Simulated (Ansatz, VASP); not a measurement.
**Two plane-wave programs on GaP**

INCAR

```
SYSTEM = GaP
  PREC = Accurate
  ENCUT = 520
  EDIFF = 1E-7
  ISMEAR = 0
  SIGMA = 0.05
  LREAL = .FALSE.
  LASPH = .TRUE.
  NELM = 60
  ALGO = Normal
  ISIF = 2
  LWAVE = .FALSE.
  LCHARG = .TRUE.
  GGA = PE
  LELF = .TRUE.
  LVHAR = .TRUE.
  NBANDS = 16
```

File KPOINTS:

```
Automatic mesh
0
G
  8 8 8
  0 0 0
```

The input POSCAR:

```
GaP
1.0
    0.0000000000      2.7252500000      2.8342600000
    2.7252500000      0.0000000000      2.8342600000
    2.7252500000      2.7252500000      0.0000000000
Ga P
1 1
Direct
    0.0000000000      0.0000000000      0.0000000000
    0.7500000000      0.7500000000      0.7500000000
```

Input for Ansatz:

```yaml
crystal:
  lattice:
    - [0.0, 2.72525, 2.83426]
    - [2.72525, 0.0, 2.83426]
    - [2.72525, 2.72525, 0.0]
  atoms:
    - { symbol: Ga, position: [0.0, 0.0, 0.0] }
    - { symbol: P, position: [0.75, 0.75, 0.75] }
basis:
  ecutwfc: 420
kpoints:
  mp_grid: { grid: [8, 8, 8] }
hamiltonian:
  xc: pbe
scf:
  occupations: { method: gaussian, width: 0.05 }
output:
  forces: true
  stress: true
  eigenvalues: true
```

Change from the starting cell: strain +0.000 along x and y, +0.040 along z, atoms carried along.

Alike in both runs: task single point; functional PBE; k mesh 8 × 8 × 8; occupations gaussian, width 0.05 eV; no spin polarisation.

```csv
,VASP,Ansatz
version,VASP 6.6.1,Ansatz 0.2.0
potentials or method,"VASP PAW PBE potentials, release 64 (Ga_d, P), cutoff 520 eV","scalar-relativistic, plane waves, PAW"
valence electrons in the cell,18,18
```

|  | VASP | Ansatz | Ansatz less VASP |
| --- | --- | --- | --- |
| gap on the k mesh at the Fermi level (eV) | 1.42 | 1.42 | +0.003 |
| least direct gap on the mesh (eV) | 1.42 | 1.42 | +0.003 |
| pressure (GPa) | -0.7 | -0.7 | 0.00 |
| traceless stress, the component that is largest in VASP (GPa) | -2.03 | -2.03 | +0.002 |

With one functional, cell and mesh, what is left measures potentials, basis and numerics.
